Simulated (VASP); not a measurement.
Input of a VASP 6.6.1 run:

INCAR

```
SYSTEM = ZnC2
PREC = Accurate ; ENCUT = 600
EDIFF = 1E-7 ; ISMEAR = 0
SIGMA = 0.01 ; LREAL = .FALSE.
LASPH = .TRUE. ; NELM = 100
ALGO = Normal ; ISIF = 3
LWAVE = .FALSE. ; LCHARG = .FALSE.
IBRION = 2 ; NSW = 80
EDIFFG = -0.001 ; PSTRESS = 40.0
```

File KPOINTS:

```
regular mesh
0
G
  8 8 8
  0 0 0
```

POSCAR

```
ZnC2
1.0
   -1.9580568463      1.9580568463      2.4955690699
    1.9580568463     -1.9580568463      2.4955690699
    1.9580568463      1.9580568463     -2.4955690699
Zn C
1 2
Direct
    0.0000000000      0.0000000000      0.0000000000
    0.6238861176      0.6238861176      0.0000000000
    0.3761138824      0.3761138824      0.0000000000
```

Potentials or basis: VASP PAW LDA potentials, release 64 (Zn, C).

Command:

```sh
$ cat potpaw_LDA.64/Zn/POTCAR potpaw_LDA.64/C/POTCAR > POTCAR
$ mpirun -np 1 vasp_std > vasp.out
```

Question: What does it give for the space group after relaxing (to 0.1 Å)?

Answer: I4/mmm (No. 139).

Question: What does it give for the band gap on the k mesh?

Answer: 2.63 eV (least direct gap 3.83 eV).

Question: Predict the relaxed volume.

Answer: 11.62 Å³/atom.

Final structure:
```
Zn C
1.0
    -1.86500    1.86500    2.50666
     1.86500   -1.86500    2.50666
     1.86500    1.86500   -2.50666
Zn C
1 2
Direct
  0.00000 0.00000 0.00000
  0.62350 0.62350 0.00000
  0.37650 0.37650 0.00000
```

Caveat: the cell is relaxed towards a set pressure, so the run minimises the enthalpy, not the energy. A k mesh can miss the band edges.
